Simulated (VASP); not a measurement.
# Na (Im-3m) in VASP: a series of runs

Runs on Na. Level: LDA. Tasks: single point, relaxation of cell and atoms.

Program: VASP 6.6.1. These are calculated values, not measurements. Logs are shortened: lines on timing, memory, paths and dates and some standing lists are left out, and cuts for length are marked.

### Step 1. The cell of the first run

It takes space group Im-3m (No. 229, cubic). The conventional cell has a = 4.208 Å, b = 4.208 Å, c = 4.208 Å, α = 90.00°, β = 90.00°, γ = 90.00°. Na (site symmetry m-3m) has 14 Na at 3.64 to 4.21 Å within 4.8 Å.

### Step 2. Single point, LDA

File INCAR:

```
SYSTEM = Na
PREC     = Accurate       ! precision mode
ENCUT    = 520            ! plane-wave cutoff, eV
EDIFF    = 1E-7           ! SCF threshold, eV
ISMEAR   = 0              ! smearing method
SIGMA    = 0.1            ! smearing width, eV
LREAL    = .FALSE.        ! projectors in reciprocal space
LASPH    = .TRUE.         ! aspherical terms in the spheres
NELM     = 100            ! most SCF steps
ALGO     = Fast           ! electronic algorithm
ISIF     = 2              ! what is computed and relaxed
LWAVE    = .FALSE.        ! write WAVECAR
LCHARG   = .TRUE.         ! write CHGCAR
GGA      = CA             ! functional
LELF     = .TRUE.         ! ELF
LVHAR    = .TRUE.       
NBANDS   = 10             ! bands
```

File KPOINTS:

```
regular mesh
0
G
  6 6 6
  0 0 0
```

File POSCAR:

```
Na
1.0
   -2.1040268000      2.1040268000      2.1040268000
    2.1040268000     -2.1040268000      2.1040268000
    2.1040268000      2.1040268000     -2.1040268000
Na
1
Direct
    0.0000000000      0.0000000000      0.0000000000
```

Potentials or basis: VASP PAW LDA potentials, release 64 (Na_pv).

Run with:

```sh
$ cat potpaw_LDA.64/Na_pv/POTCAR > POTCAR
$ mpirun -np 1 vasp_std > vasp.out
```

OUTCAR:

```text
SYSTEM = Na
   PREC = Accurate
   ENCUT = 520
   EDIFF = 1E-7
   ISMEAR = 0
   LREAL = .FALSE.
   LASPH = .TRUE.
   NELM = 100
   ISIF = 2
   GGA = CA

 ion  position               nearest neighbor table
   1  0.000  0.000  0.000-

  LATTYP: Found a body centered cubic cell.
 ALAT       =     4.2080536000

  Lattice vectors:

 A1 = (  -2.1040268000,   2.1040268000,   2.1040268000)
 A2 = (   2.1040268000,  -2.1040268000,   2.1040268000)
 A3 = (   2.1040268000,   2.1040268000,  -2.1040268000)

Analysis of symmetry for initial positions (statically):
=====================================================================
 Subroutine PRICEL returns:
 Original cell was already a primitive cell.

 Routine SETGRP: Setting up the symmetry group for a
 body centered cubic supercell.

 Subroutine GETGRP returns: Found 48 space group operations
 (whereof 48 operations were pure point group operations)
 out of a pool of 48 trial point group operations.

The static configuration has the point symmetry O_h .

Analysis of symmetry for dynamics (positions and initial velocities):
=====================================================================
 Subroutine PRICEL returns:
 Original cell was already a primitive cell.

 Routine SETGRP: Setting up the symmetry group for a
 body centered cubic supercell.

 Subroutine GETGRP returns: Found 48 space group operations
 (whereof 48 operations were pure point group operations)
 out of a pool of 48 trial point group operations.

The dynamic configuration has the point symmetry O_h .

 Subroutine INISYM returns: Found 48 space group operations
 (whereof 48 operations are pure point group operations),
 and found     1 'primitive' translations

----------------------------------------------------------------------------------------

                                     Primitive cell

  volume of cell :      37.2575

  direct lattice vectors                    reciprocal lattice vectors
    -2.104026800  2.104026800  2.104026800     0.000000000  0.237639559  0.237639559
     2.104026800 -2.104026800  2.104026800     0.237639559  0.000000000  0.237639559
     2.104026800  2.104026800 -2.104026800     0.237639559  0.237639559  0.000000000

  length of vectors
     3.644281318  3.644281318  3.644281318     0.336073087  0.336073087  0.336073087

  position of ions in fractional coordinates (direct lattice)
     0.000000000  0.000000000  0.000000000

  ion indices of the primitive-cell ions
   primitive index   ion index
                 1           1

----------------------------------------------------------------------------------------

 KPOINTS: regular mesh

Automatic generation of k-mesh.
 Grid dimensions read from file:
 generate k-points for:    6    6    6

 Generating k-lattice:

  Cartesian coordinates                     Fractional coordinates (reciprocal lattice)
     0.000000000  0.039606593  0.039606593     0.166666667  0.000000000  0.000000000
     0.039606593  0.000000000  0.039606593     0.000000000  0.166666667  0.000000000
     0.039606593  0.039606593  0.000000000     0.000000000  0.000000000  0.166666667

  Length of vectors
     0.056012181  0.056012181  0.056012181

  Shift w.r.t. Gamma in fractional coordinates (k-lattice)
     0.000000000  0.000000000  0.000000000

 Subroutine IBZKPT returns following result:
 ===========================================

 Found     16 irreducible k-points:

 Following reciprocal coordinates:
            Coordinates               Weight
  0.000000  0.000000  0.000000      1.000000
  0.166667  0.000000  0.000000     12.000000
  0.333333  0.000000  0.000000     12.000000
  0.500000  0.000000  0.000000      6.000000
  0.166667  0.166667  0.000000     24.000000
  0.333333  0.166667 -0.000000     48.000000
[... 8 lines left out ...]
  0.500000  0.500000  0.333333     12.000000
  0.500000  0.500000  0.500000      1.000000
   k-points           NKPTS =     16   k-points in BZ     NKDIM =     16   number of bands    NBANDS=     10
   number of dos      NEDOS =    301   number of ions     NIONS =      1
   total plane-waves  NPLWV =  21952
   dimension x,y,z NGX =    28 NGY =   28 NGZ =   28
   dimension x,y,z NGXF=    56 NGYF=   56 NGZF=   56
   ions per type =               1
   NGX,Y,Z   is equivalent  to a cutoff of  12.77, 12.77, 12.77 a.u.
   NGXF,Y,Z  is equivalent  to a cutoff of  25.55, 25.55, 25.55 a.u.
 SYSTEM =  Na
   PREC   = accura    normal or accurate (medium, high low for compatibility)
   ISTART =      0    job   : 0-new  1-cont  2-samecut
   ICHARG =      2    charge: 1-file 2-atom 10-const
   ISPIN  =      1    spin polarized calculation?
   LNONCOLLINEAR =      F non collinear calculations
   LSORBIT =      F    spin-orbit coupling
   LASPH  =      T    aspherical Exc in radial PAW
   ENCUT  =  520.0 eV  38.22 Ry    6.18 a.u.   6.78  6.78  6.78*2*pi/ulx,y,z
   NELM   =    100;   NELMIN=  2; NELMDL= -5     # of ELM steps
   EDIFF  = 0.1E-06   stopping-criterion for ELM
   LREAL  =      F    real-space projection
   EDIFFG = 0.1E-05   stopping-criterion for IOM
   NSW    =      0    number of steps for IOM
   IBRION =     -1    ionic relax: 0-MD 1-quasi-New 2-CG
   NFREE  =      0    steps in history (QN), initial steepest desc. (CG)
   ISIF   =      2    stress and relaxation
   ISYM   =      2    0-nonsym 1-usesym 2-fastsym
   POTIM  = 0.5000    time-step for ionic-motion
   TEBEG  =    0.0;   TEEND  =   0.0 temperature during run
   PSTRESS=    0.0 pullay stress
   NELECT =       7.0000    total number of electrons
   NUPDOWN=      -1.0000    fix difference up-down
   EMIN   =  10.00;   EMAX   =-10.00  energy-range for DOS
   EFERMI =   0.00;   METHOD = LEGACY
   ISMEAR =     0;   SIGMA  =   0.10  broadening in eV -4-tet -1-fermi 0-gaus
   EFERMI_NEDOS =   21; number of points for ismear=-14 and -15
   IALGO  =     68    algorithm
   IMIX   =      4    mixing-type and parameters
     AMIX     =   0.40;   BMIX     =  1.00
     AMIX_MAG =   1.60;   BMIX_MAG =  1.00
  volume/ion in A,a.u.               =      37.26       251.43
  Fermi-wavevector in a.u.,A,eV,Ry     =   0.937640  1.771883 11.961824  0.879169
  Thomas-Fermi vector in A             =   2.064772
   LORBIT       =      0    0 simple, 1 ext, 2 COOP (PROOUT), +10 PAW based schemes
   GGA     = CA    functional components
   LHFCALC =     F    Hartree Fock is set to
   AEXX    =    0.0000 exact exchange contribution
   IVDW    =     0    specifies the selected vdW correction
   LEPSILON=     F    determine dielectric tensor
   LRPA    =     F    only Hartree local field effects (RPA)
 non-spin polarized calculation
 RMM-DIIS sequential band-by-band and
 Gauss-broadening in eV      SIGMA  =   0.10
  energy-cutoff  :      520.00
  volume of cell :       37.26
 maximum number of plane-waves:      1048
   NGX = 13   NGY = 13   NGZ = 13

 number of electron       6.9999998 magnetization

 Free energy of the ion-electron system (eV)
  ---------------------------------------------------
  ext. energy  EPLUGINS =         0.00000000
  ---------------------------------------------------
  free energy    TOTEN  =        -1.41240927 eV

  energy without entropy =       -1.40002590  energy(sigma->0) =       -1.40621758

 E-fermi :   0.1727     XC(G=0):  -6.7143

 val. band max:       -0.2751407592   @ k =   0.1667   0.1667   0.1667
 cond. band min:       0.1837946608   @ k =   0.3333   0.1667  -0.0000
 fundamental gap:      0.4589354200
 Fermi energy:         0.1726711156

 k-point     1 :       0.0000    0.0000    0.0000
  band No.  band energies     occupation
      1     -24.8031      2.00000
      2     -24.8031      2.00000
      3     -24.8031      2.00000
      4      -3.1255      2.00000
      5      11.7564      0.00000
      6      11.7564      0.00000
      7      11.7564      0.00000
      8      12.8527      0.00000
      9      12.8527      0.00000
     10      13.5049      0.00000

 k-point     2 :       0.1667    0.0000    0.0000
  band No.  band energies     occupation
      1     -24.8121      2.00000
      2     -24.8062      2.00000
      3     -24.8031      2.00000
      4      -2.6394      2.00000
      5       8.1587      0.00000
      6      10.1405      0.00000
      7      10.5484      0.00000
      8      11.0405      0.00000
      9      11.8232      0.00000
     10      13.8342      0.00000

 k-point     3 :       0.3333    0.0000    0.0000
  band No.  band energies     occupation
      1     -24.8299      2.00000
      2     -24.8122      2.00000
      3     -24.8030      2.00000
      4      -1.2077      2.00000
      5       4.2702      0.00000
      6       8.7864      0.00000
      7       9.4878      0.00000
      8       9.7906      0.00000
      9      10.8066      0.00000
     10      14.9548      0.00000

 k-point     4 :       0.5000    0.0000    0.0000
  band No.  band energies     occupation
      1     -24.8388      2.00000
      2     -24.8152      2.00000
      3     -24.8030      2.00000
      4       0.9236      0.00000
      5       1.3197      0.00000
      6       8.3266      0.00000
      7       9.1292      0.00000
      8       9.3755      0.00000
      9      10.3805      0.00000
     10      16.1647      0.00000

 k-point     5 :       0.1667    0.1667    0.0000
  band No.  band energies     occupation
      1     -24.8242      2.00000
      2     -24.8099      2.00000
      3     -24.8052      2.00000
      4      -1.6807      2.00000
      5       6.1555      0.00000
      6       6.7961      0.00000
      7       9.2840      0.00000
      8      11.4761      0.00000
      9      12.2952      0.00000
     10      14.5113      0.00000

 k-point     6 :       0.3333    0.1667   -0.0000
  band No.  band energies     occupation
      1     -24.8342      2.00000
      2     -24.8169      2.00000
      3     -24.8059      2.00000
      4       0.1838      0.87500
      5       2.9300      0.00000
      6       5.6598      0.00000
      7       8.4519      0.00000
      8      10.9934      0.00000
      9      13.2872      0.00000
     10      14.1005      0.00000
[... 79 lines left out ...]
 k-point    13 :      -0.3333    0.5000    0.1667
  band No.  band energies     occupation
      1     -24.8320      2.00000
      2     -24.8241      2.00000
      3     -24.8124      2.00000
      4       1.0894      0.00000
      5       3.5273      0.00000
      6       4.2305      0.00000
      7       8.8303      0.00000
      8       9.7104      0.00000
      9      11.6569      0.00000
     10      12.4144      0.00000

 k-point    14 :      -0.3333    0.3333    0.3333
  band No.  band energies     occupation
      1     -24.8266      2.00000
      2     -24.8223      2.00000
      3     -24.8223      2.00000
      4       0.6436      0.00000
      5       5.6612      0.00000
      6       5.7928      0.00000
      7       5.7928      0.00000
      8       7.4389      0.00000
      9      11.6752      0.00000
     10      15.4586      0.00000

 k-point    15 :       0.5000    0.5000    0.3333
  band No.  band energies     occupation
      1     -24.8315      2.00000
      2     -24.8256      2.00000
      3     -24.8226      2.00000
      4       2.6556      0.00000
      5       3.1293      0.00000
      6       5.3834      0.00000
      7       5.9620      0.00000
      8       7.9471      0.00000
      9       9.4246      0.00000
     10      15.5274      0.00000

 k-point    16 :       0.5000    0.5000    0.5000
  band No.  band energies     occupation
      1     -24.8291      2.00000
      2     -24.8291      2.00000
      3     -24.8291      2.00000
      4       4.7216      0.00000
      5       4.7216      0.00000
      6       4.9764      0.00000
      7       4.9764      0.00000
      8       4.9764      0.00000
      9       7.5797      0.00000
     10      19.3529      0.00000

------------------------ aborting loop because EDIFF is reached ----------------------------------------

  FORCE on cell =-STRESS in cart. coord.  units (eV):
  Direction    XX          YY          ZZ          XY          YZ          ZX
  --------------------------------------------------------------------------------------
  -------------------------------------------------------------------------------------
  Total       -0.1738809     -0.1738809     -0.1738809     -0.0000000      0.0000000      0.0000000
  in kB       -7.4773678     -7.4773678     -7.4773678     -0.0000000      0.0000000      0.0000000
  external PRESSURE =      -7.4773678 kB  Pullay stress =       0.0000000 kB

 VOLUME and BASIS-vectors are now :
 -----------------------------------------------------------------------------
  energy-cutoff  :      520.00
  volume of cell :       37.26
      direct lattice vectors                 reciprocal lattice vectors
    -2.104026800  2.104026800  2.104026800     0.000000000  0.237639559  0.237639559
     2.104026800 -2.104026800  2.104026800     0.237639559  0.000000000  0.237639559
     2.104026800  2.104026800 -2.104026800     0.237639559  0.237639559  0.000000000

 POSITION                                       TOTAL-FORCE (eV/Angst)
 -----------------------------------------------------------------------------------
      0.00000      0.00000      0.00000         0.000000      0.000000      0.000000
 -----------------------------------------------------------------------------------
    total drift:                               -0.000000     -0.000000     -0.000000

  FREE ENERGIE OF THE ION-ELECTRON SYSTEM (eV)
  ---------------------------------------------------
  free  energy   TOTEN  =        -1.4124092692 eV

  energy  without entropy=       -1.4000258982  energy(sigma->0) =       -1.40621758
```

It took 5.8 s on 1 thread of Intel Xeon 6975P-C (Granite Rapids), shared host; peak memory 0.13 GiB.

What came out:

```yaml
Free_energy: -1.4124 eV
Pressure: -0.7 GPa
Band_gap_on_the_k_mesh: zero (an odd number of electrons rules out a gap without spin polarisation)
```

### Step 3. Single point, LDA

This run uses another cell than the first one, of 33.23 Å³/atom.

File INCAR:

```
  ALGO = Normal
  EDIFF = 1E-6
  ENCUT = 520
  GGA = CA
  ISIF = 2
  ISMEAR = 0
  LASPH = T
  LCHARG = F
  LREAL = F
  LWAVE = F
  NBANDS = 10
  NELM = 60
  PREC = Accurate
  SIGMA = 0.1
```

File KPOINTS:

```
k-points
0
Gamma
  14 14 14
```

File POSCAR:

```
Na
1.0
   -2.0253089380      2.0253089380      2.0253089380
    2.0253089380     -2.0253089380      2.0253089380
    2.0253089380      2.0253089380     -2.0253089380
Na
1
Direct
    0.0000000000      0.0000000000      0.0000000000
```

Potentials or basis: VASP PAW LDA potentials, release 64 (Na_pv).

Run with:

```sh
$ cat potpaw_LDA.64/Na_pv/POTCAR > POTCAR
$ mpirun -np 1 vasp_std > vasp.out
```

It took 18 s on 1 thread of Intel Xeon 6975P-C (Granite Rapids), shared host; peak memory 0.15 GiB.

The run converged. Its results:

```yaml
Free_energy: -1.4553 eV
Pressure: 0.0 GPa
Band_gap_on_the_k_mesh: zero (an odd number of electrons rules out a gap without spin polarisation)
```

Levels at points of the mesh, in eV from the Fermi level:
```csv
k point,band 1,band 2,band 3,band 4,band 5,band 6
"(0.00, 0.00, 0.00)",-24.83,-24.83,-24.83,-3.49,12.38,12.38
"(0.50, 0.00, 0.00)",-24.89,-24.85,-24.83,0.84,1.33,8.68
"(0.50, 0.50, 0.50)",-24.87,-24.87,-24.87,4.79,4.79,5.26
```

### Step 4. Single point, LDA

This run uses another cell than the first one, of 33.23 Å³/atom.

File INCAR:

```
  ALGO = Fast
  EDIFF = 1E-6
  ENCUT = 520
  ISIF = 2
  ISMEAR = 0
  LASPH = T
  LCHARG = F
  LREAL = F
  LWAVE = F
  NBANDS = 10
  NELM = 80
  PREC = Accurate
  SIGMA = 0.1
```

KPOINTS is that of step 3.

POSCAR is that of step 3.

Run with:

```sh
$ cat potpaw_LDA.64/Na_pv/POTCAR > POTCAR
$ mpirun -np 1 vasp_std > vasp.out
```

Wall time 24 s (1 thread of Intel Xeon 6975P-C (Granite Rapids), shared host); peak memory 0.14 GiB.

It converged, with:

* Free energy: -1.4553 eV
* Pressure: -0.2 GPa
* Band gap on the k mesh: zero (an odd number of electrons rules out a gap without spin polarisation)

Levels at points of the mesh, in eV from the Fermi level:
```tsv
k point	band 1	band 2	band 3	band 4	band 5	band 6
(0.00, 0.00, 0.00)	-24.83	-24.83	-24.83	-3.49	12.38	12.38
(0.50, 0.00, 0.00)	-24.89	-24.85	-24.83	0.83	1.33	8.68
(0.50, 0.50, 0.50)	-24.87	-24.87	-24.87	4.78	4.78	5.26
```

(Continued in part 2 of 2.)

The gap in the log of VASP goes by the Fermi energy; the results here count the filled bands.